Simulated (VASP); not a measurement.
Wanted: the native input for a VASP 6.6.1 run.

| Quantity | Value |
| --- | --- |
| Task | single point |
| Functional | PBE |
| Potentials or basis | VASP PAW PBE potentials, release 64 (Cu) |
| Cutoff | 520 eV |
| k mesh | 16 × 16 × 5 |
| Occupations | fermi-dirac, width 0.1 eV |
| Spin | no spin polarisation |
| Dipole correction | no |
| Further INCAR settings | ALGO = Normal; EDIFF = 1e-06; NBANDS = 30 |

The structure of Cu lies in POSCAR:

```
Cu
1.0
    2.6663167072      0.0000000000      0.0000000000
   -1.3331583536      2.3090980029      0.0000000000
    0.0000000000      0.0000000000      8.7078245725
Cu
4
Direct
    1.0000000000      0.0000000000      0.0000000000
    1.0000000000      1.0000000000      0.5000000000
    0.3333333333      0.6666666667      0.2500000000
    0.6666666667      0.3333333333      0.7500000000
```

This isn't the form of Cu at room conditions, which is fcc.

These files were run (other wordings do the same):

INCAR

```
PREC = Accurate ; ENCUT = 520
EDIFF = 1E-6 ; ISMEAR = -1
SIGMA = 0.1 ; LREAL = False
LASPH = True ; NELM = 60
ALGO = Normal ; ISIF = 2
LWAVE = False ; LCHARG = False
GGA = PE ; NBANDS = 30
```

KPOINTS

```
Automatic mesh
0
Gamma
  16 16 5
```

Potentials or basis: VASP PAW PBE potentials, release 64 (Cu).

Launch:

```bash
$ cat potpaw_PBE.64/Cu/POTCAR > POTCAR
$ mpirun -np 1 vasp_std > vasp.out
```

Results of the run:

* Pressure: -11.3 GPa
* Band gap on the k mesh: zero (bands 22 and 23 overlap by 4.88 eV)

Caveat: the cell stands under tension.

Wall time 65 s on 1 thread of Intel(R) Xeon(R) 6975P-C (Granite Rapids), on a shared host, peak memory 0.23 GiB.
